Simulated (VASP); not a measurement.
Here is a VASP 6.6.1 calculation.

Contents of INCAR:

```
SYSTEM = TaAs
PREC = Accurate ; ENCUT = 520
EDIFF = 1E-6 ; ISMEAR = 0
SIGMA = 0.1 ; LREAL = .FALSE.
LASPH = .TRUE. ; NELM = 100
ALGO = Normal ; ISIF = 2
LWAVE = .FALSE. ; LCHARG = .TRUE.
GGA = PE ; LELF = .TRUE.
LVHAR = .TRUE. ; NBANDS = 33
```

The input KPOINTS:

```
Automatic mesh
0
G
  6 6 6
  0 0 0
```

POSCAR

```
TaAs
1.0
    5.9473709825      0.0000000000      0.0000000000
   -2.9736854913      5.1505743566      0.0000000000
    0.0000000000      0.0000000000      3.3013838738
Ta As
3 3
Direct
    0.0000000000      0.0000000000      0.0000000000
    0.3333333333      0.6666666667      0.5000000000
    0.6666666667      0.3333333333      0.5000000000
    0.5000000000      0.0000000000      0.0000000000
    0.5000000000      0.5000000000      0.0000000000
    0.0000000000      0.5000000000      0.0000000000
```

Potentials or basis: VASP PAW PBE potentials, release 64 (Ta_pv, As).

The run is started by

```console
$ cat potpaw_PBE.64/Ta_pv/POTCAR potpaw_PBE.64/As/POTCAR > POTCAR
$ mpirun -np 1 vasp_std > vasp.out
```

What does it give for the band gap on the k mesh?

Zero (band 24 reaches 8.11 eV, above the bottom of band 25 at 7.26 eV).

What does it give for the pressure?

38.4 GPa.

Stress tensor (GPa, compression positive):
```
32.24  0.00  0.00
 0.00 32.24  0.00
 0.00  0.00 50.81
```

Caveat: spin-orbit coupling is left out, which moves the levels of the heavy elements.
